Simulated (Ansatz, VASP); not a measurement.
One calculation of NaSe7, two programs

The input INCAR:

```
PREC = Accurate ; ENCUT = 600
EDIFF = 1E-6 ; ISMEAR = 0
SIGMA = 0.1 ; LREAL = F
LASPH = T ; NELM = 100
ALGO = Normal ; ISIF = 3
LWAVE = F ; LCHARG = F
GGA = PE ; IBRION = 2
NSW = 100 ; EDIFFG = -0.01
```

File KPOINTS:

```
regular mesh
0
Gamma
  8 8 8
```

Contents of POSCAR:

```
NaSe7
1.0
    0.0000000000      4.3606892661      4.3606892661
    4.3606892661      0.0000000000      4.3606892661
    4.3606892661      4.3606892661      0.0000000000
Na Se
1 7
Direct
    0.0000000000      0.0000000000      0.0000000000
    0.5000000000      0.0000000000      0.0000000000
    0.0000000000      0.5000000000      0.5000000000
    0.0000000000      0.5000000000      0.0000000000
    0.5000000000      0.0000000000      0.5000000000
    0.0000000000      0.0000000000      0.5000000000
    0.5000000000      0.5000000000      0.0000000000
    0.5000000000      0.5000000000      0.5000000000
```

Input for Ansatz:

```yaml
crystal:
  lattice:
    - [0.0, 4.3606892661, 4.3606892661]
    - [4.3606892661, 0.0, 4.3606892661]
    - [4.3606892661, 4.3606892661, 0.0]
  atoms:
    - { symbol: Na, position: [0.0, 0.0, 0.0] }
    - { symbol: Se, position: [0.5, 0.0, 0.0] }
    - { symbol: Se, position: [0.0, 0.5, 0.5] }
    - { symbol: Se, position: [0.0, 0.5, 0.0] }
    - { symbol: Se, position: [0.5, 0.0, 0.5] }
    - { symbol: Se, position: [0.0, 0.0, 0.5] }
    - { symbol: Se, position: [0.5, 0.5, 0.0] }
    - { symbol: Se, position: [0.5, 0.5, 0.5] }
basis:
  ecutwfc: 420
kpoints:
  mp_grid: { grid: [8, 8, 8] }
hamiltonian:
  xc: pbe
scf:
  occupations: { method: gaussian, width: 0.1 }
output:
  forces: true
  stress: true
  eigenvalues: true
  write_density: true
  write_potential: true
  elf: true
  volumetric_format: npy
relax:
  adjacent_minimum: "off"
  f_tol: 0.01
  max_steps: 80
  cell: { stress_tol: 0.05 }
```

Change from the starting cell: species swapped into the CePd7 type (Fm-3m, No. 225).

Alike in both runs: task relaxation of cell and atoms; functional PBE; k mesh 8 × 8 × 8; occupations gaussian, width 0.1 eV; no spin polarisation.

```csv
,VASP,Ansatz
version,VASP 6.6.1,Ansatz 0.2.0
potentials or method,"VASP PAW PBE potentials, release 64 (Na_pv, Se), cutoff 600 eV","scalar-relativistic, plane waves, PAW"
valence electrons in the cell,49,121
```

VASP gave:

| Quantity | Value |
| --- | --- |
| gap on the k mesh at the Fermi level, each at its own relaxed structure (eV) | none |
| relaxed volume (Å³/atom) | 20.95 |
| relaxed cell length with the largest relative difference (Å) | 6.189 |

Task: Which values does Ansatz return?

Result: gap on the k mesh at the Fermi level, each at its own relaxed structure (eV): none; relaxed volume (Å³/atom): 20.92; relaxed cell length with the largest relative difference (Å): 6.186.

A gap of «none» marks a metal or a gap that the smearing closes. VASP's potentials hold 49 valence electrons a cell and Ansatz's 121, so a difference there can come from the potentials and not from the codes.
